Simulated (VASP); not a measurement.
Wanted: the native input for a VASP 6.6.1 run.

```yaml
Task: relaxation of cell and atoms
Functional: PBE
Potentials_or_basis: VASP PAW PBE potentials, release 64 (Sn_d, Te)
Cutoff: 600 eV
k_mesh: 6 × 6 × 6
Occupations: gaussian, width 0.1 eV
Spin: no spin polarisation
Dipole_correction: no
Further_INCAR_settings: ALGO = Normal; EDIFF = 1e-06; IBRION = 2; EDIFFG = -0.01; NSW = 100; ISIF = 3
```

The structure of SnTe3 lies in POSCAR:

```
SnTe3
1.0
    6.1966756818      0.0000000000      0.0000000000
    0.0000000000      6.1966756818      0.0000000000
    0.0000000000      0.0000000000      6.1966756818
Sn Te
2 6
Direct
    0.0000000000      0.0000000000      0.0000000000
    0.5000000000      0.5000000000      0.5000000000
    0.2500000000      0.0000000000      0.5000000000
    0.5000000000      0.7500000000      0.0000000000
    0.7500000000      0.0000000000      0.5000000000
    0.5000000000      0.2500000000      0.0000000000
    0.0000000000      0.5000000000      0.7500000000
    0.0000000000      0.5000000000      0.2500000000
```

The input as run:

INCAR

```
SYSTEM = SnTe3
ALGO = Normal
EDIFF = 1E-6
EDIFFG = -0.01
ENCUT = 600
GGA = PE
IBRION = 2
ISIF = 3
ISMEAR = 0
LASPH = .True.
LCHARG = .False.
LREAL = .False.
LWAVE = .False.
NELM = 80
NSW = 100
PREC = Accurate
SIGMA = 0.1
```

KPOINTS

```
k-points
0
Gamma
  6 6 6
  0 0 0
```

Potentials or basis: VASP PAW PBE potentials, release 64 (Sn_d, Te).

Run with:

```sh
$ cat potpaw_PBE.64/Sn_d/POTCAR potpaw_PBE.64/Te/POTCAR > POTCAR
$ mpirun -np 1 vasp_std > vasp.out
```

It gave:

```
Pressure after relaxing : 0.0 GPa
Band gap on the k mesh  : zero (band 32 reaches 7.13 eV, above the bottom of band 33 at 6.45 eV)
```

Caveat: the relaxation stopped at its first step, so nothing moved; spin-orbit coupling is left out, which moves the levels of the heavy elements.

It took 3.5 min on 1 thread of Oxide Virtual Turin-like Processor (shared host), peak memory 0.42 GiB.
